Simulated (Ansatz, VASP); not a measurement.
# Two plane-wave programs on ZrH6

```
Zr H
1.0
     1.97164   -2.49127    0.00000
     1.97164    2.49127    0.00000
     0.00000    0.00000    9.54163
Zr H
1 6
Direct
  0.50000 0.50000 0.10614
  0.66449 0.84179 0.27948
  0.33551 0.15821 0.27948
  0.84179 0.66449 0.27948
  0.15821 0.33551 0.27948
  0.09516 0.09516 0.59931
  0.90484 0.90484 0.59931
```

Alike in both runs: functional PBE; k mesh 12 × 12 × 4; occupations gaussian, width 0.1 eV; no spin polarisation.

Ansatz relaxed the structure, and its values are those at the end. VASP's run is a single point on that final structure, the one shown.

|  | VASP | Ansatz |
| --- | --- | --- |
| version | VASP 6.6.1 | Ansatz 0.2.0 |
| potentials or method | VASP PAW PBE potentials, release 64 (Zr_sv, H), cutoff 520 eV | scalar-relativistic, plane waves, PAW |
| valence electrons in the cell | 18 | 18 |

|  | VASP | Ansatz | Ansatz less VASP |
| --- | --- | --- | --- |
| gap on the k mesh at the Fermi level (eV) | none | none | - |
| pressure (GPa) | -0.1 | 0.0 | +0.12 |
| rms of the force components (eV/Å) | 0.005 | 0.001 | -0.0049 |

A gap of «none» marks a metal or a gap that the smearing closes.
